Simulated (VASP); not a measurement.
Wanted: the native input for a VASP 6.6.1 run.

```
Task                   : single point
Functional             : r2SCAN
Potentials or basis    : VASP PAW PBE potentials, release 64 (Sc_sv)
Cutoff                 : 520 eV
k mesh                 : 13 × 13 × 13
Occupations            : fermi-dirac, width 0.1 eV
Spin                   : no spin polarisation
Dipole correction      : no
Further INCAR settings : ALGO = Normal; EDIFF = 1e-07; NBANDS = 12
```

Crystal: Sc.

```
Sc
1.0
     0.00000    2.32652    2.32652
     2.32652    0.00000    2.32652
     2.32652    2.32652    0.00000
Sc
1
Direct
  0.00000 0.00000 0.00000
```

This isn't the form of Sc at room conditions, which is hcp.

These files were run (other wordings do the same):

POSCAR

```
Sc
1.0
    0.0000000000      2.3265189858      2.3265189858
    2.3265189858      0.0000000000      2.3265189858
    2.3265189858      2.3265189858      0.0000000000
Sc
1
Direct
    0.0000000000      0.0000000000      0.0000000000
```

INCAR.step1

```
ALGO = Normal
EDIFF = 1E-4
ENCUT = 520
GGA = PE
ISMEAR = -1
LASPH = True
LCHARG = False
LREAL = False
LWAVE = True
NBANDS = 12
NELM = 60
PREC = Accurate
SIGMA = 0.1
```

INCAR.step2

```
ALGO = Normal
EDIFF = 1E-7
ENCUT = 520
ISIF = 2
ISMEAR = -1
ISTART = 1
LASPH = True
LCHARG = True
LELF = True
LMIXTAU = True
LREAL = False
LVHAR = True
LWAVE = False
METAGGA = R2SCAN
NBANDS = 12
NELM = 60
PREC = Accurate
SIGMA = 0.1
```

KPOINTS

```
k-points
0
Gamma
  13 13 13
```

Potentials or basis: VASP PAW PBE potentials, release 64 (Sc_sv).

Launch:

```console
$ cat potpaw_PBE.64/Sc_sv/POTCAR > POTCAR
$ cp INCAR.step1 INCAR
$ mpirun -np 1 vasp_std > vasp.out
$ cp INCAR.step2 INCAR
$ mpirun -np 1 vasp_std > vasp.out
```

It gave:

- Pressure: 0.1 GPa
- Band gap on the k mesh: zero (an odd number of electrons rules out a gap without spin polarisation)

Caveat: the PAW data sets were made with another functional, which shifts forces and pressure a little.

It took 28 s on 1 thread of Intel(R) Xeon(R) 6975P-C (Granite Rapids), with other jobs on the host, peak memory 0.16 GiB.
